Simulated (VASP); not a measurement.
**BN: single point with r2SCAN**

Crystal: BN.

```
B N
1.0
     2.50804    0.00000    0.00000
    -1.24671    2.17623    0.00000
    -0.63067   -1.08812    3.02254
B N
1 1
Cartesian
  1.2297 2.1384 0.0055
  0.6410 -0.3484 2.9772
```

```yaml
Program: VASP 6.6.1
Task: single point
Functional: r2SCAN
Potentials_or_basis: VASP PAW PBE potentials, release 64 (B, N)
Cutoff: 520 eV
k_mesh: 6 × 6 × 6
Occupations: methfessel-paxton, width 0.05 eV
Spin: no spin polarisation
Dipole_correction: no
Further_INCAR_settings: ALGO = Normal; EDIFF = 1e-06; NBANDS = 11
```

The pressure is 1.2 GPa and the largest force is 2.729 eV/Å. The band gap on the k mesh is 3.45 eV, indirect (least direct gap 5.16 eV).

Forces on the atoms (eV/Å):
```
B    1.650  2.081 -0.629
N   -1.650 -2.081  0.629
```

Stress tensor (GPa, compression positive):
```
-6.95 -4.51  0.56
-4.51  4.17  1.17
 0.56  1.17  6.22
```

Levels at points of the mesh, in eV from the valence-band top:
```
           k point  band 1  band 2  band 3  band 4  band 5  band 6  band 7  band 8
(0.00, 0.00, 0.00)  -19.15   -3.75   -2.42   -0.72    6.10   11.05   13.16   14.30
(0.50, 0.00, 0.00)  -15.65   -9.31   -4.92   -1.48    5.64   10.27   14.66   18.44
(0.00, 0.50, 0.50)  -15.81   -9.59   -4.11   -1.06    4.73   10.34   14.82   18.31
(0.00, 0.50, 0.00)  -15.81   -9.60   -4.12   -0.97    4.50   10.41   14.97   18.46
(0.50, 0.00, 0.50)  -15.65   -9.32   -4.92   -1.38    5.30   10.31   14.94   18.66
(0.50, 0.50, 0.00)  -15.90   -9.77   -4.28    0.00    7.12    9.83   13.35   15.53
(0.00, 0.00, 0.50)  -18.58   -7.07   -2.44   -0.76   10.74   11.78   13.13   13.39
(0.50, 0.50, 0.50)  -15.56   -9.23   -4.44   -2.12    3.45    9.92   16.68   21.08
```

It took 48 s on 1 thread of Intel(R) Xeon(R) Platinum 8488C (Sapphire Rapids) (shared host), peak memory 0.14 GiB.

Caveat: the k points lie up to 0.51 Å⁻¹ apart; the PAW data sets were made with another functional, which shifts forces and pressure a little. A k mesh can miss the band edges.
